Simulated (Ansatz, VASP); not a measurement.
**ZnO in VASP and in Ansatz**

```
Zn O
1.0
     3.24184    0.00000    0.00000
    -1.62092    2.80751    0.00000
     0.00000    0.00000    5.16345
Zn O
2 2
Direct
  0.33333 0.66667 0.99975
  0.66667 0.33333 0.49975
  0.33333 0.66667 0.38225
  0.66667 0.33333 0.88225
```

Alike in both runs: task single point; functional PBEsol; k mesh 9 × 9 × 6; non-collinear spin, spin-orbit coupling.

```csv
,VASP,Ansatz
version,VASP 6.6.1,Ansatz 0.2.0
potentials or method,"VASP PAW PBE potentials, release 64 (Zn, O), cutoff 600 eV","plane waves, PAW"
occupations,"gaussian, width 0.01 eV",fixed
valence electrons in the cell,36,36
```

|  | VASP | Ansatz | Ansatz less VASP |
| --- | --- | --- | --- |
| net moment per atom (μB) | 0.00 | 0.00 | 0.000 |

VASP's potentials were made for PBE, not for PBEsol, and Ansatz warns of the same on its side.
